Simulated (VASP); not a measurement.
# Zn (P6_3/mmc) in VASP: a series of runs

Zn is run at these levels: PBE; tasks: single point.

All numbers are computed with VASP 6.6.1; they aren't measurements. Logs are shortened: lines on timing, memory, paths and dates and some standing lists are left out, and cuts for length are marked.

**1. The cell of the first run**

The structure is hexagonal, space group P6_3/mmc (No. 194). The conventional cell has a = 2.622 Å, b = 2.622 Å, c = 5.110 Å, α = 90.00°, β = 90.00°, γ = 120.00°. Zn (site symmetry -6m2) has 12 Zn at 2.62 to 2.97 Å within 3.5 Å.

**2. Single point, PBE**

Contents of INCAR:

```
  PREC = Accurate
  ENCUT = 520
  EDIFF = 1E-6
  ISMEAR = 0
  SIGMA = 0.15
  LREAL = False
  LASPH = True
  NELM = 100
  ALGO = Fast
  ISIF = 2
  LWAVE = False
  LCHARG = False
  GGA = PE
  NBANDS = 19
```

Contents of KPOINTS:

```
regular mesh
0
Gamma
  24 24 12
```

Contents of POSCAR:

```
Zn
1.0
    2.6218099222      0.0000000000      0.0000000000
   -1.3109049611      2.2705539965      0.0000000000
    0.0000000000      0.0000000000      5.1102455899
Zn
2
Direct
    0.3333333333      0.6666666667      0.2500000000
    0.6666666667      0.3333333333      0.7500000000
```

Potentials or basis: VASP PAW PBE potentials, release 64 (Zn).

Run with:

```
cat potpaw_PBE.64/Zn/POTCAR > POTCAR
mpirun -np 1 vasp_std > vasp.out
```

OUTCAR:

```text
PREC = Accurate
   ENCUT = 520
   EDIFF = 1E-6
   ISMEAR = 0
   LREAL = False
   LASPH = True
   NELM = 100
   ISIF = 2
   GGA = PE

 ion  position               nearest neighbor table
   1  0.333  0.667  0.250-   2 2.97   2 2.97   2 2.97   2 2.97   2 2.97   2 2.97
   2  0.667  0.333  0.750-   1 2.97   1 2.97   1 2.97   1 2.97   1 2.97   1 2.97

  LATTYP: Found a hexagonal cell.
 ALAT       =     2.6218099222
 C/A-ratio  =     1.9491289382

  Lattice vectors:

 A1 = (   2.6218099222,   0.0000000000,   0.0000000000)
 A2 = (  -1.3109049611,   2.2705539965,   0.0000000000)
 A3 = (   0.0000000000,   0.0000000000,   5.1102455899)

Analysis of symmetry for initial positions (statically):
=====================================================================
 Subroutine PRICEL returns:
 Original cell was already a primitive cell.

 Routine SETGRP: Setting up the symmetry group for a
 hexagonal supercell.

 Subroutine GETGRP returns: Found 24 space group operations
 (whereof 12 operations were pure point group operations)
 out of a pool of 24 trial point group operations.

The static configuration has the point symmetry D_3d.
 The point group associated with its full space group is D_6h.

Analysis of symmetry for dynamics (positions and initial velocities):
=====================================================================
 Subroutine PRICEL returns:
 Original cell was already a primitive cell.

 Routine SETGRP: Setting up the symmetry group for a
 hexagonal supercell.

 Subroutine GETGRP returns: Found 24 space group operations
 (whereof 12 operations were pure point group operations)
 out of a pool of 24 trial point group operations.

The dynamic configuration has the point symmetry D_3d.
 The point group associated with its full space group is D_6h.

 Subroutine INISYM returns: Found 24 space group operations
 (whereof 12 operations are pure point group operations),
 and found     1 'primitive' translations

----------------------------------------------------------------------------------------

                                     Primitive cell

  volume of cell :      30.4211

  direct lattice vectors                    reciprocal lattice vectors
     2.621809922  0.000000000  0.000000000     0.381415903  0.220210574  0.000000000
    -1.310904961  2.270553996  0.000000000     0.000000000  0.440421149  0.000000000
     0.000000000  0.000000000  5.110245590     0.000000000  0.000000000  0.195685311

  length of vectors
     2.621809922  2.621809922  5.110245590     0.440421149  0.440421149  0.195685311

  position of ions in fractional coordinates (direct lattice)
     0.333333333  0.666666667  0.250000000
     0.666666667  0.333333333  0.750000000

  ion indices of the primitive-cell ions
   primitive index   ion index
                 1           1
                 2           2

----------------------------------------------------------------------------------------

 KPOINTS: regular mesh

Automatic generation of k-mesh.
 Grid dimensions read from file:
 generate k-points for:   24   24   12

 Generating k-lattice:

  Cartesian coordinates                     Fractional coordinates (reciprocal lattice)
     0.015892329  0.009175441  0.000000000     0.041666667  0.000000000  0.000000000
     0.000000000  0.018350881  0.000000000     0.000000000  0.041666667  0.000000000
     0.000000000  0.000000000  0.016307109     0.000000000  0.000000000  0.083333333

  Length of vectors
     0.018350881  0.018350881  0.016307109

  Shift w.r.t. Gamma in fractional coordinates (k-lattice)
     0.000000000  0.000000000  0.000000000

 Subroutine IBZKPT returns following result:
 ===========================================

 Found    427 irreducible k-points:

 Following reciprocal coordinates:
            Coordinates               Weight
  0.000000  0.000000  0.000000      1.000000
  0.041667  0.000000  0.000000      6.000000
  0.083333  0.000000  0.000000      6.000000
  0.125000  0.000000  0.000000      6.000000
  0.166667  0.000000  0.000000      6.000000
  0.208333  0.000000  0.000000      6.000000
[... 16 lines left out ...]
  0.416667  0.041667  0.000000     12.000000
  0.458333  0.041667  0.000000     12.000000
 [... further k-points ...]
   k-points           NKPTS =    427   k-points in BZ     NKDIM =    427   number of bands    NBANDS=     19
   number of dos      NEDOS =    301   number of ions     NIONS =      2
   total plane-waves  NPLWV =  16000
   dimension x,y,z NGX =    20 NGY =   20 NGZ =   40
   dimension x,y,z NGXF=    40 NGYF=   40 NGZF=   80
   ions per type =               2
   NGX,Y,Z   is equivalent  to a cutoff of  12.68, 12.68, 13.01 a.u.
   NGXF,Y,Z  is equivalent  to a cutoff of  25.36, 25.36, 26.03 a.u.
 SYSTEM =  unknown system
   PREC   = accura    normal or accurate (medium, high low for compatibility)
   ISTART =      0    job   : 0-new  1-cont  2-samecut
   ICHARG =      2    charge: 1-file 2-atom 10-const
   ISPIN  =      1    spin polarized calculation?
   LNONCOLLINEAR =      F non collinear calculations
   LSORBIT =      F    spin-orbit coupling
   LASPH  =      T    aspherical Exc in radial PAW
   ENCUT  =  520.0 eV  38.22 Ry    6.18 a.u.   4.87  4.87  9.50*2*pi/ulx,y,z
   NELM   =    100;   NELMIN=  2; NELMDL= -5     # of ELM steps
   EDIFF  = 0.1E-05   stopping-criterion for ELM
   LREAL  =      F    real-space projection
   EDIFFG = 0.1E-04   stopping-criterion for IOM
   NSW    =      0    number of steps for IOM
   IBRION =     -1    ionic relax: 0-MD 1-quasi-New 2-CG
   NFREE  =      0    steps in history (QN), initial steepest desc. (CG)
   ISIF   =      2    stress and relaxation
   ISYM   =      2    0-nonsym 1-usesym 2-fastsym
   POTIM  = 0.5000    time-step for ionic-motion
   TEBEG  =    0.0;   TEEND  =   0.0 temperature during run
   PSTRESS=    0.0 pullay stress
   NELECT =      24.0000    total number of electrons
   NUPDOWN=      -1.0000    fix difference up-down
   EMIN   =  10.00;   EMAX   =-10.00  energy-range for DOS
   EFERMI =   0.00;   METHOD = LEGACY
   ISMEAR =     0;   SIGMA  =   0.15  broadening in eV -4-tet -1-fermi 0-gaus
   EFERMI_NEDOS =   21; number of points for ismear=-14 and -15
   IALGO  =     68    algorithm
   IMIX   =      4    mixing-type and parameters
     AMIX     =   0.40;   BMIX     =  1.00
     AMIX_MAG =   1.60;   BMIX_MAG =  1.00
  volume/ion in A,a.u.               =      15.21       102.65
  Fermi-wavevector in a.u.,A,eV,Ry     =   1.512703  2.858594 31.133805  2.288270
  Thomas-Fermi vector in A             =   2.622592
   LORBIT       =      0    0 simple, 1 ext, 2 COOP (PROOUT), +10 PAW based schemes
   GGA     = PE    functional components
   LHFCALC =     F    Hartree Fock is set to
   AEXX    =    0.0000 exact exchange contribution
   IVDW    =     0    specifies the selected vdW correction
   LEPSILON=     F    determine dielectric tensor
   LRPA    =     F    only Hartree local field effects (RPA)
 non-spin polarized calculation
 RMM-DIIS sequential band-by-band and
 Gauss-broadening in eV      SIGMA  =   0.15
  energy-cutoff  :      520.00
  volume of cell :       30.42
 maximum number of plane-waves:       840
 NGX is ok and might be reduce to    20

 number of electron      24.0000001 magnetization

 Free energy of the ion-electron system (eV)
  ---------------------------------------------------
  ext. energy  EPLUGINS =         0.00000000
  ---------------------------------------------------
  free energy    TOTEN  =        -2.21513949 eV

  energy without entropy =       -2.21029969  energy(sigma->0) =       -2.21271959

 E-fermi :   3.0219     XC(G=0): -11.5375

 val. band max:        2.9993425420   @ k =   0.2917   0.0417   0.0000
 cond. band min:       3.0438330894   @ k =   0.1667   0.0833   0.1667
 fundamental gap:      0.0444905474
 Fermi energy:         3.0219249249

 k-point     1 :       0.0000    0.0000    0.0000
  band No.  band energies     occupation
      1      -7.3110      2.00000
      2      -5.6231      2.00000
      3      -4.8939      2.00000
      4      -4.6087      2.00000
      5      -4.6087      2.00000
      6      -4.5697      2.00000
[... 11 lines left out ...]
     18      22.9948      0.00000
     19      23.0941      0.00000

 k-point     2 :       0.0417    0.0000    0.0000
  band No.  band energies     occupation
      1      -7.2573      2.00000
      2      -5.5971      2.00000
      3      -4.8869      2.00000
      4      -4.6154      2.00000
      5      -4.5956      2.00000
      6      -4.5763      2.00000
[... 11 lines left out ...]
     18      22.1869      0.00000
     19      23.6935      0.00000

 k-point     3 :       0.0833    0.0000    0.0000
  band No.  band energies     occupation
      1      -7.0974      2.00000
      2      -5.5227      2.00000
      3      -4.8675      2.00000
      4      -4.6335      2.00000
      5      -4.5937      2.00000
      6      -4.5571      2.00000
[... 11 lines left out ...]
     18      21.5610      0.00000
     19      23.4326      0.00000

 k-point     4 :       0.1250    0.0000    0.0000
  band No.  band energies     occupation
      1      -6.8351      2.00000
      2      -5.4122      2.00000
      3      -4.8409      2.00000
      4      -4.6578      2.00000
      5      -4.6108      2.00000
      6      -4.4951      2.00000
[... 407 lines left out ...]
     18      18.5861      0.00000
     19      19.0073      0.00000

 k-point    23 :       0.4167    0.0417    0.0000
  band No.  band energies     occupation
      1      -5.3535      2.00000
      2      -5.2770      2.00000
      3      -5.0654      2.00000
      4      -4.6413      2.00000
      5      -4.4497      2.00000
      6      -4.3961      2.00000
[... 11 lines left out ...]
     18      18.3328      0.00000
     19      18.8669      0.00000

 k-point    24 :       0.4583    0.0417    0.0000
  band No.  band energies     occupation
      1      -5.3689      2.00000
      2      -5.2906      2.00000
      3      -5.0851      2.00000
      4      -4.6576      2.00000
      5      -4.4283      2.00000
      6      -4.4036      2.00000
[... 11 lines left out ...]
     18      18.2031      0.00000
     19      18.7972      0.00000

 [... further k-points ...]

------------------------ aborting loop because EDIFF is reached ----------------------------------------

  FORCE on cell =-STRESS in cart. coord.  units (eV):
  Direction    XX          YY          ZZ          XY          YZ          ZX
  --------------------------------------------------------------------------------------
  -------------------------------------------------------------------------------------
  Total        0.4459999      0.4459999      0.0605070     -0.0000000     -0.0000000      0.0000000
  in kB       23.4893242     23.4893242      3.1867021     -0.0000000     -0.0000000      0.0000000
  external PRESSURE =      16.7217835 kB  Pullay stress =       0.0000000 kB

 VOLUME and BASIS-vectors are now :
 -----------------------------------------------------------------------------
  energy-cutoff  :      520.00
  volume of cell :       30.42
      direct lattice vectors                 reciprocal lattice vectors
     2.621809922  0.000000000  0.000000000     0.381415903  0.220210574  0.000000000
    -1.310904961  2.270553996  0.000000000     0.000000000  0.440421149  0.000000000
     0.000000000  0.000000000  5.110245590     0.000000000  0.000000000  0.195685311

 POSITION                                       TOTAL-FORCE (eV/Angst)
 -----------------------------------------------------------------------------------
     -0.00000      1.51370      1.27756         0.000000      0.000000     -0.000000
      1.31090      0.75685      3.83268        -0.000000      0.000000      0.000000
 -----------------------------------------------------------------------------------
    total drift:                               -0.000000      0.000000      0.000000

  FREE ENERGIE OF THE ION-ELECTRON SYSTEM (eV)
  ---------------------------------------------------
  free  energy   TOTEN  =        -2.2151394879 eV

  energy  without entropy=       -2.2102996928  energy(sigma->0) =       -2.21271959
```

Run time: 1.9 min. Hardware: 1 thread of Intel Xeon Platinum 8488C (Sapphire Rapids), shared host; peak memory 0.3 GiB.

What came out:

- Free energy: -2.2151 eV
- Pressure: 1.7 GPa
- Band gap on the k mesh: zero (bands 12 and 13 overlap by 5.15 eV)

Levels at points of the mesh, in eV from the Fermi level:
```
           k point  band 9  band 10  band 11  band 12  band 13  band 14  band 15  band 16
(0.00, 0.00, 0.00)   -7.19    -7.03    -7.03    -3.75    -3.50    12.12    15.99    18.54
(0.50, 0.00, 0.00)   -6.81    -6.79    -2.59    -1.84     2.42     3.66     3.94     5.74
(0.00, 0.00, 0.50)   -7.10    -7.10    -7.10    -7.10     3.78     3.78    19.72    19.72
(0.50, 0.00, 0.50)   -6.80    -6.80    -1.71    -1.71     0.39     0.39     9.62     9.62
```

**3. Single point, PBE**

This run uses another cell than the first one, of the same volume but with other edges.

Contents of INCAR:

```
SYSTEM = Zn
PREC = Accurate
ENCUT = 520
EDIFF = 1E-6
ISMEAR = 0
SIGMA = 0.15
LREAL = .False.
LASPH = .True.
NELM = 60
ALGO = Fast
ISIF = 2
LWAVE = .False.
LCHARG = .False.
GGA = PE
NBANDS = 19
```

Contents of KPOINTS:

```
regular mesh
0
Gamma
  24 24 12
  0 0 0
```

Contents of POSCAR:

```
Zn
1.0
    2.8705666839      0.0000000000      0.0000000000
   -1.4352833419      2.4859836715      0.0000000000
    0.0000000000      0.0000000000      4.2629368325
Zn
2
Direct
    0.3333333333      0.6666666667      0.2500000000
    0.6666666667      0.3333333333      0.7500000000
```

Potentials or basis: VASP PAW PBE potentials, release 64 (Zn).

Run with:

```
cat potpaw_PBE.64/Zn/POTCAR > POTCAR
mpirun -np 1 vasp_std > vasp.out
```

Run time: 92 s. Hardware: 1 thread of Intel Xeon Platinum 8488C (Sapphire Rapids), shared host; peak memory 0.3 GiB.

It converged, with:

```yaml
Free_energy: -2.1751 eV
Pressure: -0.7 GPa
Band_gap_on_the_k_mesh: zero (bands 12 and 13 overlap by 2.79 eV)
```

Stress tensor (GPa, compression positive):
```
-1.16  0.00  0.00
 0.00 -1.16  0.00
 0.00  0.00  0.27
```

Levels at points of the mesh, in eV from the Fermi level:
| k point | band 10 | band 11 | band 12 | band 13 | band 14 | band 15 |
| --- | --- | --- | --- | --- | --- | --- |
| (0.00, 0.00, 0.00) | -7.19 | -7.19 | -2.38 | -0.23 | 13.02 | 13.02 |
| (0.50, 0.00, 0.00) | -7.08 | -3.72 | -3.42 | 3.77 | 4.44 | 5.65 |
| (0.00, 0.00, 0.50) | -7.30 | -7.30 | -7.30 | 9.39 | 9.39 | 14.88 |
| (0.50, 0.00, 0.50) | -7.20 | -2.32 | -2.32 | -0.56 | -0.56 | 9.62 |

The gap in the log of VASP goes by the Fermi energy; the results here count the filled bands.